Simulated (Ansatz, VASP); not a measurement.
**Two plane-wave programs on Lu3PbF**

INCAR

```
SYSTEM = Lu3PbF
PREC = Accurate ; ENCUT = 520
EDIFF = 1E-7 ; ISMEAR = 0
SIGMA = 0.1 ; LREAL = .False.
LASPH = .True. ; NELM = 60
ALGO = Normal ; ISIF = 2
LWAVE = .False. ; LCHARG = .False.
GGA = PE ; NBANDS = 56
```

File KPOINTS:

```
regular mesh
0
Gamma
  4 4 4
  0 0 0
```

File POSCAR:

```
Lu3PbF
1.0
    6.1686954100      0.0000000000      0.0000000000
    0.0000000000      6.1686954100      0.0000000000
    0.0000000000      0.0000000000      6.1686954100
Lu Pb F
3 1 1
Direct
    0.0000000000      0.5000000000      0.5000000000
    0.5000000000      0.0000000000      0.5000000000
    0.5000000000      0.5000000000      0.0000000000
    0.0000000000      0.0000000000      0.0000000000
    0.5000000000      0.5000000000      0.5000000000
```

Input for Ansatz:

```yaml
crystal:
  lattice:
    - [6.16869541, 0.0, 0.0]
    - [0.0, 6.16869541, 0.0]
    - [0.0, 0.0, 6.16869541]
  atoms:
    - { symbol: Lu, position: [0.0, 0.5, 0.5] }
    - { symbol: Lu, position: [0.5, 0.0, 0.5] }
    - { symbol: Lu, position: [0.5, 0.5, 0.0] }
    - { symbol: Pb, position: [0.0, 0.0, 0.0] }
    - { symbol: F, position: [0.5, 0.5, 0.5] }
basis:
  ecutwfc: 420
kpoints:
  mp_grid: { grid: [4, 4, 4] }
hamiltonian:
  xc: pbe
scf:
  occupations: { method: gaussian, width: 0.1 }
  lower_state_search: "off"
output:
  forces: true
  stress: true
  eigenvalues: true
```

Alike in both runs: task single point; functional PBE; k mesh 4 × 4 × 4; occupations gaussian, width 0.1 eV; no spin polarisation.

|  | VASP | Ansatz |
| --- | --- | --- |
| version | VASP 6.6.1 | Ansatz 0.2.0 |
| potentials or method | VASP PAW PBE potentials, release 64 (Lu, Pb_d, F), cutoff 520 eV | scalar-relativistic, plane waves, PAW |
| valence electrons in the cell | 96 | 96 |

```tsv
	VASP	Ansatz	Ansatz less VASP
gap on the k mesh at the Fermi level (eV)	none	none	-
pressure (GPa)	-8.5	-8.4	+0.05
```

A gap of «none» marks a metal or a gap that the smearing closes.

Spin-orbit coupling is off throughout.
